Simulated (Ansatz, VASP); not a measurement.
# Two plane-wave programs on CuO

Contents of INCAR:

```
SYSTEM = CuO
ALGO     = Normal         ! electronic algorithm
EDIFF    = 1E-6           ! SCF threshold, eV
ENCUT    = 520            ! plane-wave cutoff, eV
GGA      = CA             ! functional
ISIF     = 2              ! what is computed and relaxed
ISMEAR   = 0              ! smearing method
LASPH    = .True.         ! aspherical terms in the spheres
LCHARG   = .False.        ! write CHGCAR
LREAL    = .False.        ! projectors in reciprocal space
LWAVE    = .False.        ! write WAVECAR
NBANDS   = 25             ! bands
NELM     = 60             ! most SCF steps
PREC     = Accurate       ! precision mode
SIGMA    = 0.1            ! smearing width, eV
```

The input KPOINTS:

```
k-points
0
Gamma
  14 14 8
  0 0 0
```

The input POSCAR:

```
CuO
1.0
    1.9909680000     -2.1535500000      0.0000000000
    1.9909680000      2.1535500000      0.0000000000
    0.0000000000      0.0000000000      5.1559280000
Cu O
2 2
Direct
    0.0000000000      0.5000000000      0.0000000000
    0.5000000000      0.0000000000      0.5000000000
    0.5000000000      0.5000000000      0.2500000000
    0.5000000000      0.5000000000      0.7500000000
```

Input for Ansatz:

```yaml
crystal:
  lattice:
    - [1.990968, -2.15355, 0.0]
    - [1.990968, 2.15355, 0.0]
    - [0.0, 0.0, 5.155928]
  atoms:
    - { symbol: Cu, position: [0.0, 0.5, 0.0] }
    - { symbol: Cu, position: [0.5, 0.0, 0.5] }
    - { symbol: O, position: [0.5, 0.5, 0.25] }
    - { symbol: O, position: [0.5, 0.5, 0.75] }
basis:
  ecutwfc: 420
kpoints:
  mp_grid: { grid: [14, 14, 8] }
hamiltonian:
  xc: lda
scf:
  occupations: { method: gaussian, width: 0.1 }
output:
  forces: true
  stress: true
  eigenvalues: true
```

Alike in both runs: task single point; functional LDA; k mesh 14 × 14 × 8; occupations gaussian, width 0.1 eV; no spin polarisation.

|  | VASP | Ansatz |
| --- | --- | --- |
| version | VASP 6.6.1 | Ansatz 0.2.0 |
| potentials or method | VASP PAW LDA potentials, release 64 (Cu, O), cutoff 520 eV | scalar-relativistic, plane waves, PAW |
| valence electrons in the cell | 34 | 50 |

|  | VASP | Ansatz | Ansatz less VASP |
| --- | --- | --- | --- |
| gap on the k mesh at the Fermi level (eV) | none | none | - |
| pressure (GPa) | -11.4 | -12.2 | -0.77 |
| traceless stress, the component that is largest in VASP (GPa) | -2.42 | -2.70 | -0.281 |

LDA's correlation is that of Perdew and Zunger in VASP and of Perdew and Wang (1992) in Ansatz. A gap of «none» marks a metal or a gap that the smearing closes. VASP's potentials hold 34 valence electrons a cell and Ansatz's 50, so a difference there can come from the potentials and not from the codes.
